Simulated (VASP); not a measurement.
Wanted: the native input for a VASP 6.6.1 run.

```
Task                   : relaxation of cell and atoms
Functional             : r2SCAN
Potentials or basis    : VASP PAW PBE potentials, release 64 (Re)
Cutoff                 : 600 eV
k mesh                 : 12 × 12 × 16
Occupations            : gaussian, width 0.1 eV
Spin                   : no spin polarisation
Dipole correction      : no
Further INCAR settings : ALGO = Normal; EDIFF = 1e-07; IBRION = 2; EDIFFG = -0.01; NSW = 100; ISIF = 3
```

The system is Re.

```
CELL_PARAMETERS angstrom
4.36037 0.00000 0.00000
-2.18018 3.77619 0.00000
0.00000 0.00000 2.71839
ATOMIC_POSITIONS crystal
Re 0.00000 0.00000 0.00000
Re 0.33333 0.66667 0.50000
Re 0.66667 0.33333 0.50000
```

This isn't the form of Re at room conditions, which is hcp.

One way to write it, as run:

POSCAR

```
Re
1.0
    4.3603693029      0.0000000000      0.0000000000
   -2.1801846515      3.7761905862      0.0000000000
    0.0000000000      0.0000000000      2.7183891457
Re
3
Direct
    0.0000000000      0.0000000000      0.0000000000
    0.3333333333      0.6666666667      0.5000000000
    0.6666666667      0.3333333333      0.5000000000
```

INCAR.step1

```
  ALGO = Normal
  EDIFF = 1E-4
  ENCUT = 600
  GGA = PE
  ISMEAR = 0
  LASPH = T
  LCHARG = F
  LREAL = F
  LWAVE = T
  NELM = 60
  PREC = Accurate
  SIGMA = 0.1
```

INCAR.step2

```
  ALGO = Normal
  EDIFF = 1E-7
  EDIFFG = -0.01
  ENCUT = 600
  IBRION = 2
  ISIF = 3
  ISMEAR = 0
  ISTART = 1
  LASPH = T
  LCHARG = F
  LMIXTAU = T
  LREAL = F
  LWAVE = F
  METAGGA = R2SCAN
  NELM = 60
  NSW = 100
  PREC = Accurate
  SIGMA = 0.1
```

KPOINTS

```
k-points
0
Gamma
  12 12 16
```

Potentials or basis: VASP PAW PBE potentials, release 64 (Re).

Command:

```bash
$ cat potpaw_PBE.64/Re/POTCAR > POTCAR
$ cp INCAR.step1 INCAR
$ mpirun -np 1 vasp_std > vasp.out
$ cp INCAR.step2 INCAR
$ mpirun -np 1 vasp_std > vasp.out
```

It gave:

- Relaxed volume: 14.92 Å³/atom
- Relaxed cell: a = 4.353 Å, b = 4.353 Å, c = 2.728 Å, α = 90.00°, β = 90.00°, γ = 120.00°
- Space group after relaxing (to 0.1 Å): P6/mmm (No. 191)
- Energy gained by relaxing: 0.4 meV/atom
- Ionic steps: 6
- Pressure after relaxing: 0.0 GPa
- Band gap on the k mesh: zero (an odd number of electrons rules out a gap without spin polarisation)

Caveat: the highest band is partly filled, so the run has too few bands; the PAW data sets were made with another functional, which shifts forces and pressure a little; spin-orbit coupling is left out, which moves the levels of the heavy elements.

It took 44 min on 1 thread of Intel Xeon 8259CL, with other jobs on the host, peak memory 0.28 GiB.
